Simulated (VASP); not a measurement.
BaH, 2 atoms in the cell. It takes space group I4/mmm (No. 139, tetragonal). The conventional cell has a = 4.106 Å, b = 4.106 Å, c = 5.738 Å, α = 90.00°, β = 90.00°, γ = 90.00°. Within 3.8 Å of Ba (site symmetry 4/mmm) lie 6 H at 2.87 to 2.90 Å. H (site symmetry 4/mmm) has 6 Ba at 2.87 to 2.90 Å within 3.8 Å. 

* Program: VASP 6.6.1
* Task: relaxation of cell and atoms
* Functional: PBE
* Potentials or basis: VASP PAW PBE potentials, release 64 (Ba_sv, H)
* Cutoff: 600 eV
* k mesh: 20 × 20 × 20
* Occupations: gaussian, width 0.1 eV
* Spin: no spin polarisation
* Dipole correction: no
* Further INCAR settings: ALGO = Normal; EDIFF = 1e-06; IBRION = 2; EDIFFG = -0.01; NSW = 100; ISIF = 3

Potentials or basis: VASP PAW PBE potentials, release 64 (Ba_sv, H).

The run is started by

```sh
$ cat potpaw_PBE.64/Ba_sv/POTCAR potpaw_PBE.64/H/POTCAR > POTCAR
$ mpirun -np 1 vasp_std > vasp.out
```

Hardware: 1 thread of Intel(R) Xeon(R) Platinum 8375C CPU @ 2.90GHz (Ice Lake), on a shared host.

**Question.** How long does it take, and how much memory?

**Answer.** Run time: 16 min on 1 thread of Intel(R) Xeon(R) Platinum 8375C CPU @ 2.90GHz (Ice Lake) (shared host), peak memory 0.56 GiB. Counts: scf iterations 44, k points 641, ion steps 6.
